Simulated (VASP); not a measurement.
# Al (I4/mmm) in VASP: notebook

Al is run at these levels: r2SCAN; tasks: single point.

Everything below comes from runs of VASP 6.6.1. Logs are shortened: lines on timing, memory, paths and dates and some standing lists are left out, and cuts for length are marked.

## 1. The cell of the first run

Symmetry: I4/mmm, No. 139, tetragonal system. Conventional cell: a = 3.023 Å, b = 3.023 Å, c = 3.262 Å, α = 90.00°, β = 90.00°, γ = 90.00°. Within 3.5 Å of Al (site symmetry 4/mmm) lie 14 Al at 2.69 to 3.26 Å.

## 2. Single point, r2SCAN (strain -0.050 along x and y, +0.025 along z)

POSCAR reads:

```
Al
1.0
   -1.5116577555      1.5116577555      1.6309991572
    1.5116577555     -1.5116577555      1.6309991572
    1.5116577555      1.5116577555     -1.6309991572
Al
1
Direct
    0.0000000000      0.0000000000      0.0000000000
```

INCAR.step1 reads:

```
PREC = Accurate ; ENCUT = 520
ISMEAR = 0 ; SIGMA = 0.15
LREAL = False ; LASPH = True
NELM = 80 ; NBANDS = 8
GGA = PE ; ALGO = Normal
EDIFF = 1E-4 ; LWAVE = True
LCHARG = False
```

INCAR.step2 reads:

```
PREC = Accurate ; ENCUT = 520
EDIFF = 1E-6 ; ISMEAR = 0
SIGMA = 0.15 ; LREAL = False
LASPH = True ; NELM = 80
ALGO = Normal ; ISIF = 2
LWAVE = False ; LCHARG = False
METAGGA = R2SCAN ; LMIXTAU = True
NBANDS = 8 ; ISTART = 1
```

KPOINTS reads:

```
Automatic mesh
0
Gamma
  20 20 20
```

Potentials or basis: VASP PAW PBE potentials, release 64 (Al).

The run is started by

```console
$ cat potpaw_PBE.64/Al/POTCAR > POTCAR
$ cp INCAR.step1 INCAR
$ mpirun -np 1 vasp_std > vasp.out
$ cp INCAR.step2 INCAR
$ mpirun -np 1 vasp_std > vasp.out
```

OUTCAR:

```text
PREC = Accurate
   ENCUT = 520
   EDIFF = 1E-6
   ISMEAR = 0
   LREAL = False
   LASPH = True
   NELM = 80
   ISIF = 2
   METAGGA = R2SCAN
   ISTART = 1

 ion  position               nearest neighbor table
   1  0.000  0.000  0.000-

  LATTYP: Found a body centered tetragonal cell.
 ALAT       =     3.0233155110
 C/A-ratio  =     1.0789473684

  Lattice vectors:

 A1 = (  -1.5116577555,   1.5116577555,   1.6309991572)
 A2 = (   1.5116577555,  -1.5116577555,   1.6309991572)
 A3 = (   1.5116577555,   1.5116577555,  -1.6309991572)

Analysis of symmetry for initial positions (statically):
=====================================================================
 Subroutine PRICEL returns:
 Original cell was already a primitive cell.

 Routine SETGRP: Setting up the symmetry group for a
 body centered tetragonal supercell.

 Subroutine GETGRP returns: Found 16 space group operations
 (whereof 16 operations were pure point group operations)
 out of a pool of 16 trial point group operations.

The static configuration has the point symmetry D_4h.

Analysis of symmetry for dynamics (positions and initial velocities):
=====================================================================
 Subroutine PRICEL returns:
 Original cell was already a primitive cell.

 Routine SETGRP: Setting up the symmetry group for a
 body centered tetragonal supercell.

 Subroutine GETGRP returns: Found 16 space group operations
 (whereof 16 operations were pure point group operations)
 out of a pool of 16 trial point group operations.

The dynamic configuration has the point symmetry D_4h.

 Subroutine INISYM returns: Found 16 space group operations
 (whereof 16 operations are pure point group operations),
 and found     1 'primitive' translations

----------------------------------------------------------------------------------------

                                     Primitive cell

  volume of cell :      14.9080

  direct lattice vectors                    reciprocal lattice vectors
    -1.511657755  1.511657755  1.630999157     0.000000000  0.330762700  0.306560551
     1.511657755 -1.511657755  1.630999157     0.330762700  0.000000000  0.306560551
     1.511657755  1.511657755 -1.630999157     0.330762700  0.330762700  0.000000000

  length of vectors
     2.688935959  2.688935959  2.688935959     0.450980415  0.450980415  0.467769096

  position of ions in fractional coordinates (direct lattice)
     0.000000000  0.000000000  0.000000000

  ion indices of the primitive-cell ions
   primitive index   ion index
                 1           1
[... 70 lines left out ...]
   ENCUT  =  520.0 eV  38.22 Ry    6.18 a.u.   5.00  5.00  5.00*2*pi/ulx,y,z
   NELM   =     80;   NELMIN=  2; NELMDL=  0     # of ELM steps
   EDIFF  = 0.1E-05   stopping-criterion for ELM
   LREAL  =      F    real-space projection
   EDIFFG = 0.1E-04   stopping-criterion for IOM
   NSW    =      0    number of steps for IOM
   IBRION =     -1    ionic relax: 0-MD 1-quasi-New 2-CG
   NFREE  =      0    steps in history (QN), initial steepest desc. (CG)
   ISIF   =      2    stress and relaxation
   ISYM   =      2    0-nonsym 1-usesym 2-fastsym
   POTIM  = 0.5000    time-step for ionic-motion
   TEBEG  =    0.0;   TEEND  =   0.0 temperature during run
   PSTRESS=    0.0 pullay stress
   NELECT =       3.0000    total number of electrons
   NUPDOWN=      -1.0000    fix difference up-down
   EMIN   =  10.00;   EMAX   =-10.00  energy-range for DOS
   EFERMI =   0.00;   METHOD = LEGACY
   ISMEAR =     0;   SIGMA  =   0.15  broadening in eV -4-tet -1-fermi 0-gaus
   EFERMI_NEDOS =   21; number of points for ismear=-14 and -15
   IALGO  =     38    algorithm
   IMIX   =      4    mixing-type and parameters
     AMIX     =   0.40;   BMIX     =  1.00
     AMIX_MAG =   1.60;   BMIX_MAG =  1.00
  volume/ion in A,a.u.               =      14.91       100.60
  Fermi-wavevector in a.u.,A,eV,Ry     =   0.959345  1.812900 12.522036  0.920344
  Thomas-Fermi vector in A             =   2.088533
   LORBIT       =      0    0 simple, 1 ext, 2 COOP (PROOUT), +10 PAW based schemes
   METAGGA = R2SCAN    functional components
   LHFCALC =     F    Hartree Fock is set to
   AEXX    =    0.0000 exact exchange contribution
   IVDW    =     0    specifies the selected vdW correction
   LEPSILON=     F    determine dielectric tensor
   LRPA    =     F    only Hartree local field effects (RPA)
 non-spin polarized calculation
 Gauss-broadening in eV      SIGMA  =   0.15
  energy-cutoff  :      520.00
  volume of cell :       14.91
 maximum number of plane-waves:       418
   NGX =  9   NGY =  9   NGZ =  9

 number of electron       3.0000000 magnetization

 Free energy of the ion-electron system (eV)
  ---------------------------------------------------
  ext. energy  EPLUGINS =         0.00000000
  ---------------------------------------------------
  free energy    TOTEN  =        -6.60855655 eV

  energy without entropy =       -6.60501262  energy(sigma->0) =       -6.60678459

 E-fermi :   9.1255     XC(G=0): -11.2983

 val. band max:        9.1059266532   @ k =   0.5000   0.3000   0.0500
 cond. band min:       9.1436639019   @ k =  -0.4500   0.5000   0.4000
 fundamental gap:      0.0377372486
 Fermi energy:         9.1254947102

 k-point     1 :       0.0000    0.0000    0.0000
  band No.  band energies     occupation
      1      -3.4644      2.00000
      2      23.2514      0.00000
      3      23.2514      0.00000
      4      25.2163      0.00000
      5      26.0443      0.00000
      6      26.1534      0.00000
      7      26.6776      0.00000
      8      26.6776      0.00000
[... 243 lines left out ...]
 k-point    24 :      -0.3500    0.0500    0.0000
  band No.  band energies     occupation
      1      -0.0347      2.00000
      2      10.4689      0.00000
      3      18.7652      0.00000
      4      19.7503      0.00000
      5      22.8233      0.00000
      6      23.7479      0.00000
      7      27.7404      0.00000
      8      31.8826      0.00000

 [... further k-points ...]
[... 5 lines left out ...]
  --------------------------------------------------------------------------------------
  -------------------------------------------------------------------------------------
  Total        0.5904449      0.5904449      1.0014202      0.0000000      0.0000000      0.0000000
  in kB       63.4554972     63.4554972    107.6232814      0.0000000      0.0000000      0.0000000
  external PRESSURE =      78.1780919 kB  Pullay stress =       0.0000000 kB

 VOLUME and BASIS-vectors are now :
 -----------------------------------------------------------------------------
  energy-cutoff  :      520.00
  volume of cell :       14.91
      direct lattice vectors                 reciprocal lattice vectors
    -1.511657755  1.511657755  1.630999157     0.000000000  0.330762700  0.306560551
     1.511657755 -1.511657755  1.630999157     0.330762700  0.000000000  0.306560551
     1.511657755  1.511657755 -1.630999157     0.330762700  0.330762700  0.000000000

 POSITION                                       TOTAL-FORCE (eV/Angst)
 -----------------------------------------------------------------------------------
      0.00000      0.00000      0.00000         0.000000      0.000000     -0.000000
 -----------------------------------------------------------------------------------
    total drift:                               -0.000000     -0.000000     -0.000000

  FREE ENERGIE OF THE ION-ELECTRON SYSTEM (eV)
  ---------------------------------------------------
  free  energy   TOTEN  =        -6.6085565531 eV

  energy  without entropy=       -6.6050126250  energy(sigma->0) =       -6.60678459
```

OSZICAR.step1:

```text
N       E                     dE             d eps       ncg     rms          rms(c)
DAV:   1    -0.214780661950E+01   -0.21478E+01   -0.89381E+02 10296   0.207E+02
DAV:   2    -0.361803778814E+01   -0.14702E+01   -0.14376E+01 14560   0.196E+01
DAV:   3    -0.362495733695E+01   -0.69195E-02   -0.69156E-02 12568   0.147E+00
DAV:   4    -0.362497372337E+01   -0.16386E-04   -0.16386E-04 15304   0.635E-02
DAV:   5    -0.362497377370E+01   -0.50331E-07   -0.50189E-07 12720   0.232E-03    0.145E+00
DAV:   6    -0.360874368730E+01    0.16230E-01   -0.15835E-03 11768   0.180E-01    0.832E-01
DAV:   7    -0.359745457759E+01    0.11289E-01   -0.48260E-03 11928   0.294E-01    0.162E-01
DAV:   8    -0.359744917481E+01    0.54028E-05   -0.18777E-05 13184   0.300E-02
   1 F= -.35974492E+01 E0= -.35953545E+01  d E =-.418934E-02
```

It took 3.4 min on 1 thread of AMD EPYC 7R13 (Zen 3), shared host; peak memory 0.14 GiB.

What came out:

| Property | Result |
| --- | --- |
| Free energy | -6.6086 eV |
| Pressure | 7.8 GPa |

Stress tensor (GPa, compression positive):
```
 6.35  0.00  0.00
 0.00  6.35  0.00
 0.00  0.00 10.76
```

Caveat: the cell differs from its parent crystal (strain -0.050 along x and y, +0.025 along z); the PAW data sets were made with another functional, which shifts forces and pressure a little.

## 3. Single point, r2SCAN (strain -0.025 along x and y, +0.050 along z)

POSCAR reads:

```
Al
1.0
   -1.5514382228      1.5514382228      1.6707796245
    1.5514382228     -1.5514382228      1.6707796245
    1.5514382228      1.5514382228     -1.6707796245
Al
1
Direct
    0.0000000000      0.0000000000      0.0000000000
```

INCAR.step1 reads:

```
SYSTEM = Al
PREC = Accurate ; ENCUT = 520
ISMEAR = 0 ; SIGMA = 0.15
LREAL = .False. ; LASPH = .True.
NELM = 80 ; NBANDS = 8
GGA = PE ; ALGO = Normal
EDIFF = 1E-4 ; LWAVE = .True.
LCHARG = .False.
```

INCAR.step2 reads:

```
SYSTEM = Al
PREC = Accurate ; ENCUT = 520
EDIFF = 1E-7 ; ISMEAR = 0
SIGMA = 0.15 ; LREAL = .False.
LASPH = .True. ; NELM = 80
ALGO = Normal ; ISIF = 2
LWAVE = .False. ; LCHARG = .True.
METAGGA = R2SCAN ; LMIXTAU = .True.
LELF = .True. ; LVHAR = .True.
NBANDS = 8 ; ISTART = 1
```

KPOINTS reads:

```
regular mesh
0
Gamma
  20 20 20
  0 0 0
```

Potentials or basis: VASP PAW PBE potentials, release 64 (Al).

The run is started by

```console
$ cat potpaw_PBE.64/Al/POTCAR > POTCAR
$ cp INCAR.step1 INCAR
$ mpirun -np 1 vasp_std > vasp.out
$ cp INCAR.step2 INCAR
$ mpirun -np 1 vasp_std > vasp.out
```

It took 6.9 min on 1 thread of AMD EPYC 7R13 (Zen 3), shared host; peak memory 0.16 GiB.

Results (log left out):

- Free energy: -6.6355 eV
- Pressure: 0.2 GPa

Stress tensor (GPa, compression positive):
```
-1.08  0.00  0.00
 0.00 -1.08  0.00
 0.00  0.00  2.81
```

Levels at points of the mesh, in eV from the Fermi level:
```csv
k point,band 1,band 2,band 3,band 4,band 5
"(0.00, 0.00, 0.00)",-12.03,13.68,13.68,15.50,15.85
"(0.50, 0.00, 0.00)",-4.92,-4.24,9.35,9.61,11.50
"(0.50, 0.50, 0.00)",-4.51,-3.54,7.72,8.10,9.60
"(0.50, 0.50, 0.50)",0.65,2.22,2.84,2.84,3.41
```

Caveat: the cell differs from its parent crystal (strain -0.025 along x and y, +0.050 along z); the PAW data sets were made with another functional, which shifts forces and pressure a little.
